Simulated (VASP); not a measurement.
# AlN (CsCl type) (Pm-3m) in VASP: relaxation of cell and atoms with PBE

Aim: the relaxation of cell and atoms of AlN (CsCl type) with PBE.

All numbers are computed with VASP 6.6.1; they aren't measurements. Logs are shortened: lines on timing, memory, paths and dates and some standing lists are left out, and cuts for length are marked.

## 1. The cell of the first run

The structure is cubic, space group Pm-3m (No. 221). The conventional cell has a = 2.459 Å, b = 2.459 Å, c = 2.459 Å, α = 90.00°, β = 90.00°, γ = 90.00°. Al (site symmetry m-3m) has 8 N at 2.13 Å and 6 Al at 2.46 Å within 2.8 Å. N (site symmetry m-3m) has 8 Al at 2.13 Å and 6 N at 2.46 Å within 2.8 Å.

## 2. Relaxation of cell and atoms, PBE, target pressure 51 GPa, at which the enthalpy is minimised

Input file INCAR:

```
PREC = Accurate
ENCUT = 600
EDIFF = 1E-6
ISMEAR = -1
SIGMA = 0.1
LREAL = False
LASPH = True
NELM = 100
ALGO = Normal
ISIF = 3
LWAVE = False
LCHARG = False
GGA = PE
IBRION = 2
NSW = 32
EDIFFG = -0.005
PSTRESS = 510.0
```

Input file KPOINTS:

```
regular mesh
0
Gamma
  15 15 15
```

Input file POSCAR:

```
AlN
1.0
    2.4593943833      0.0000000000      0.0000000000
    0.0000000000      2.4593943833      0.0000000000
    0.0000000000      0.0000000000      2.4593943833
Al N
1 1
Direct
    0.0000000000      0.0000000000      0.0000000000
    0.5000000000      0.5000000000      0.5000000000
```

Potentials or basis: VASP PAW PBE potentials, release 64 (Al, N).

Run with:

```console
cat potpaw_PBE.64/Al/POTCAR potpaw_PBE.64/N/POTCAR > POTCAR
mpirun -np 1 vasp_std > vasp.out
```

OUTCAR:

```text
PREC = Accurate
   ENCUT = 600
   EDIFF = 1E-6
   ISMEAR = -1
   LREAL = False
   LASPH = True
   NELM = 100
   ISIF = 3
   GGA = PE
   IBRION = 2
   NSW = 32
   EDIFFG = -0.005
   PSTRESS = 510.0

 ion  position               nearest neighbor table
   1  0.000  0.000  0.000-   2 2.13   2 2.13   2 2.13   2 2.13   2 2.13   2 2.13   2 2.13   2 2.13

   2  0.500  0.500  0.500-   1 2.13   1 2.13   1 2.13   1 2.13   1 2.13   1 2.13   1 2.13   1 2.13

  LATTYP: Found a simple cubic cell.
 ALAT       =     2.4593943833

  Lattice vectors:

 A1 = (   2.4593943833,   0.0000000000,   0.0000000000)
 A2 = (   0.0000000000,   2.4593943833,   0.0000000000)
 A3 = (   0.0000000000,   0.0000000000,   2.4593943833)

Analysis of symmetry for initial positions (statically):
=====================================================================
 Subroutine PRICEL returns:
 Original cell was already a primitive cell.

 Routine SETGRP: Setting up the symmetry group for a
 simple cubic supercell.

 Subroutine GETGRP returns: Found 48 space group operations
 (whereof 48 operations were pure point group operations)
 out of a pool of 48 trial point group operations.

The static configuration has the point symmetry O_h .

Analysis of symmetry for dynamics (positions and initial velocities):
=====================================================================
 Subroutine PRICEL returns:
 Original cell was already a primitive cell.

 Routine SETGRP: Setting up the symmetry group for a
 simple cubic supercell.

 Subroutine GETGRP returns: Found 48 space group operations
 (whereof 48 operations were pure point group operations)
 out of a pool of 48 trial point group operations.

The dynamic configuration has the point symmetry O_h .

 Subroutine INISYM returns: Found 48 space group operations
 (whereof 48 operations are pure point group operations),
 and found     1 'primitive' translations

----------------------------------------------------------------------------------------

                                     Primitive cell

  volume of cell :      14.8759

  direct lattice vectors                    reciprocal lattice vectors
     2.459394383  0.000000000  0.000000000     0.406604165  0.000000000  0.000000000
     0.000000000  2.459394383  0.000000000     0.000000000  0.406604165  0.000000000
     0.000000000  0.000000000  2.459394383     0.000000000  0.000000000  0.406604165

  length of vectors
     2.459394383  2.459394383  2.459394383     0.406604165  0.406604165  0.406604165

  position of ions in fractional coordinates (direct lattice)
     0.000000000  0.000000000  0.000000000
     0.500000000  0.500000000  0.500000000

  ion indices of the primitive-cell ions
   primitive index   ion index
                 1           1
                 2           2

----------------------------------------------------------------------------------------

 KPOINTS: regular mesh

Automatic generation of k-mesh.
 Grid dimensions read from file:
 generate k-points for:   15   15   15

 Generating k-lattice:

  Cartesian coordinates                     Fractional coordinates (reciprocal lattice)
     0.027106944  0.000000000  0.000000000     0.066666667  0.000000000  0.000000000
     0.000000000  0.027106944  0.000000000     0.000000000  0.066666667  0.000000000
     0.000000000  0.000000000  0.027106944     0.000000000  0.000000000  0.066666667

  Length of vectors
     0.027106944  0.027106944  0.027106944

  Shift w.r.t. Gamma in fractional coordinates (k-lattice)
     0.000000000  0.000000000  0.000000000

 Subroutine IBZKPT returns following result:
 ===========================================

 Found    120 irreducible k-points:

 Following reciprocal coordinates:
            Coordinates               Weight
  0.000000  0.000000  0.000000      1.000000
  0.066667  0.000000  0.000000      6.000000
  0.133333  0.000000  0.000000      6.000000
  0.200000  0.000000  0.000000      6.000000
  0.266667  0.000000  0.000000      6.000000
  0.333333  0.000000  0.000000      6.000000
[... 16 lines left out ...]
  0.266667  0.200000  0.000000     24.000000
  0.333333  0.200000  0.000000     24.000000
 [... further k-points ...]
   k-points           NKPTS =    120   k-points in BZ     NKDIM =    120   number of bands    NBANDS=      8
   number of dos      NEDOS =    301   number of ions     NIONS =      2
   total plane-waves  NPLWV =   8000
   dimension x,y,z NGX =    20 NGY =   20 NGZ =   20
   dimension x,y,z NGXF=    40 NGYF=   40 NGZF=   40
   ions per type =               1   1
   NGX,Y,Z   is equivalent  to a cutoff of  13.52, 13.52, 13.52 a.u.
   NGXF,Y,Z  is equivalent  to a cutoff of  27.04, 27.04, 27.04 a.u.
 SYSTEM =  unknown system
   PREC   = accura    normal or accurate (medium, high low for compatibility)
   ISTART =      0    job   : 0-new  1-cont  2-samecut
   ICHARG =      2    charge: 1-file 2-atom 10-const
   ISPIN  =      1    spin polarized calculation?
   LNONCOLLINEAR =      F non collinear calculations
   LSORBIT =      F    spin-orbit coupling
   LASPH  =      T    aspherical Exc in radial PAW
   ENCUT  =  600.0 eV  44.10 Ry    6.64 a.u.   4.91  4.91  4.91*2*pi/ulx,y,z
   NELM   =    100;   NELMIN=  2; NELMDL= -5     # of ELM steps
   EDIFF  = 0.1E-05   stopping-criterion for ELM
   LREAL  =      F    real-space projection
   EDIFFG = -.5E-02   stopping-criterion for IOM
   NSW    =     32    number of steps for IOM
   IBRION =      2    ionic relax: 0-MD 1-quasi-New 2-CG
   NFREE  =      1    steps in history (QN), initial steepest desc. (CG)
   ISIF   =      3    stress and relaxation
   ISYM   =      2    0-nonsym 1-usesym 2-fastsym
   POTIM  = 0.5000    time-step for ionic-motion
   TEBEG  =    0.0;   TEEND  =   0.0 temperature during run
   PSTRESS=  510.0 pullay stress
   NELECT =       8.0000    total number of electrons
   NUPDOWN=      -1.0000    fix difference up-down
   EMIN   =  10.00;   EMAX   =-10.00  energy-range for DOS
   EFERMI =   0.00;   METHOD = LEGACY
   ISMEAR =    -1;   SIGMA  =   0.10  broadening in eV -4-tet -1-fermi 0-gaus
   EFERMI_NEDOS =   21; number of points for ismear=-14 and -15
   IALGO  =     38    algorithm
   IMIX   =      4    mixing-type and parameters
     AMIX     =   0.40;   BMIX     =  1.00
     AMIX_MAG =   1.60;   BMIX_MAG =  1.00
  volume/ion in A,a.u.               =       7.44        50.19
  Fermi-wavevector in a.u.,A,eV,Ry     =   1.331302  2.515796 24.114497  1.772366
  Thomas-Fermi vector in A             =   2.460324
   LORBIT       =      0    0 simple, 1 ext, 2 COOP (PROOUT), +10 PAW based schemes
   GGA     = PE    functional components
   LHFCALC =     F    Hartree Fock is set to
   AEXX    =    0.0000 exact exchange contribution
   IVDW    =     0    specifies the selected vdW correction
   LEPSILON=     F    determine dielectric tensor
   LRPA    =     F    only Hartree local field effects (RPA)
 conjugate gradient relaxation of ions
 non-spin polarized calculation
  energy-cutoff  :      600.00
  volume of cell :       14.88
 maximum number of plane-waves:       509
 NGX is ok and might be reduce to    20
   NGX =  9   NGY =  9   NGZ =  9

--------------------------------------- Ionic step        1  -------------------------------------------

 number of electron       8.0000000 magnetization

 Free energy of the ion-electron system (eV)
  ---------------------------------------------------
  ext. energy  EPLUGINS =         0.00000000
  ---------------------------------------------------
  free energy    TOTEN  =       -11.03586514 eV

  energy without entropy =      -11.02251193  energy(sigma->0) =      -11.02918853

------------------------ aborting loop because EDIFF is reached ----------------------------------------

  FORCE on cell =-STRESS in cart. coord.  units (eV):
  Direction    XX          YY          ZZ          XY          YZ          ZX
  --------------------------------------------------------------------------------------
  -------------------------------------------------------------------------------------
  Total        4.7146927      4.7146927      4.7146927     -0.0000000     -0.0000000     -0.0000000
  in kB      507.7845059    507.7845059    507.7845059     -0.0000000     -0.0000000     -0.0000000
  external PRESSURE =      -2.2154941 kB  Pullay stress =     510.0000000 kB

 VOLUME and BASIS-vectors are now :
 -----------------------------------------------------------------------------
  energy-cutoff  :      600.00
  volume of cell :       14.88
      direct lattice vectors                 reciprocal lattice vectors
     2.459394383  0.000000000  0.000000000     0.406604165  0.000000000  0.000000000
     0.000000000  2.459394383  0.000000000     0.000000000  0.406604165  0.000000000
     0.000000000  0.000000000  2.459394383     0.000000000  0.000000000  0.406604165
[... 46 lines left out ...]
  FREE ENERGIE OF THE ION-ELECTRON SYSTEM (eV)
  ---------------------------------------------------
  free  energy   TOTEN  =       -11.0288102855 eV

  energy  without entropy=      -11.0154788691  energy(sigma->0) =      -11.02214458

  enthalpy is  TOTEN    =        -6.3005923124 eV   P V=        4.7282179731

--------------------------------------- Ionic step        3  -------------------------------------------

 number of electron       8.0000000 magnetization

 Free energy of the ion-electron system (eV)
  ---------------------------------------------------
  ext. energy  EPLUGINS =         0.00000000
  ---------------------------------------------------
  free energy    TOTEN  =       -11.03314106 eV

  energy without entropy =      -11.01979619  energy(sigma->0) =      -11.02646862

 E-fermi :  13.4282     XC(G=0): -12.9306

 val. band max:       13.4017356206   @ k =   0.4667   0.2667   0.0000
 cond. band min:      13.5222970668   @ k =   0.4667   0.4000   0.0667
 fundamental gap:      0.1205614462
 Fermi energy:        13.4281675487

 k-point     1 :       0.0000    0.0000    0.0000
  band No.  band energies     occupation
      1      -6.7971      2.00000
      2      11.5878      2.00000
      3      11.5878      2.00000
      4      11.5878      2.00000
      5      16.3675      0.00000
      6      19.5373      0.00000
      7      19.5373      0.00000
      8      31.9357      0.00000

 k-point     2 :       0.0667    0.0000    0.0000
  band No.  band energies     occupation
      1      -6.7098      2.00000
      2      10.8503      2.00000
      3      11.6311      2.00000
      4      11.6311      2.00000
      5      16.6728      0.00000
      6      19.6404      0.00000
      7      20.0307      0.00000
      8      31.7149      0.00000
[... 221 lines left out ...]
 k-point    23 :       0.2667    0.2000    0.0000
  band No.  band energies     occupation
      1      -4.7341      2.00000
      2       6.2967      2.00000
      3       8.4675      2.00000
      4      12.5653      1.99964
      5      19.7255      0.00000
      6      20.2835      0.00000
      7      23.8172      0.00000
      8      28.9751      0.00000

 k-point    24 :       0.3333    0.2000    0.0000
  band No.  band energies     occupation
      1      -4.0912      2.00000
      2       4.7295      2.00000
      3       8.9177      2.00000
      4      12.8139      1.99571
      5      19.2567      0.00000
      6      20.4701      0.00000
      7      23.9690      0.00000
      8      28.5789      0.00000

 [... further k-points ...]
[... 5 lines left out ...]
  --------------------------------------------------------------------------------------
  -------------------------------------------------------------------------------------
  Total        4.7340831      4.7340831      4.7340831      0.0000000     -0.0000000     -0.0000000
  in kB      510.1670155    510.1670155    510.1670155      0.0000000     -0.0000000     -0.0000000
  external PRESSURE =       0.1670155 kB  Pullay stress =     510.0000000 kB

 VOLUME and BASIS-vectors are now :
 -----------------------------------------------------------------------------
  energy-cutoff  :      600.00
  volume of cell :       14.87
      direct lattice vectors                 reciprocal lattice vectors
     2.458921668 -0.000000000 -0.000000000     0.406682333  0.000000000 -0.000000000
    -0.000000000  2.458921668 -0.000000000     0.000000000  0.406682333  0.000000000
     0.000000000 -0.000000000  2.458921668     0.000000000  0.000000000  0.406682333

 POSITION                                       TOTAL-FORCE (eV/Angst)
 -----------------------------------------------------------------------------------
      0.00000      0.00000      0.00000         0.000000      0.000000      0.000000
      1.22946      1.22946      1.22946        -0.000000     -0.000000      0.000000
 -----------------------------------------------------------------------------------
    total drift:                                0.000000      0.000000      0.000000

  FREE ENERGIE OF THE ION-ELECTRON SYSTEM (eV)
  ---------------------------------------------------
  free  energy   TOTEN  =       -11.0331410551 eV

  energy  without entropy=      -11.0197961857  energy(sigma->0) =      -11.02646862

  enthalpy is  TOTEN    =        -6.3006077888 eV   P V=        4.7325332664

 reached required accuracy - stopping structural energy minimisation
```

Run time: 17 s. Hardware: 1 thread of Intel Xeon 8259CL, shared host; peak memory 0.13 GiB.

What came out:

```yaml
Free_energy: -11.0331 eV
Relaxed_volume: 7.43 Å³/atom
Relaxed_cell: a = 2.459 Å, b = 2.459 Å, c = 2.459 Å, α = 90.00°, β = 90.00°, γ = 90.00°
Space_group_after_relaxing_to_0.1_Å: Pm-3m (No. 221)
Energy_change_on_relaxing_the_run_minimises_the_enthalpy: +1.4 meV/atom
Ionic_steps: 3
Pressure_after_relaxing: 51.0 GPa
Band_gap_on_the_k_mesh: zero (bands 4 and 5 overlap by 1.03 eV)
```

The path:
```
step  energy change (eV)  largest force (eV/Å)  pressure (GPa)  volume (Å³)
   1              0.0000                0.0000           50.78        14.88
   2              0.0071                0.0000           51.35        14.85
   3              0.0027                0.0000           51.02        14.87
```

Final structure:
```xyz
2
Lattice="2.4589 0.0000 0.0000 0.0000 2.4589 0.0000 0.0000 0.0000 2.4589" Properties=species:S:1:pos:R:3 pbc="T T T"
Al    0.0000    0.0000    0.0000
N     1.2295    1.2295    1.2295
```

Caveat: the cell is relaxed towards a set pressure, so the run minimises the enthalpy, not the energy.

The gap in the log of VASP goes by the Fermi energy; the results here count the filled bands.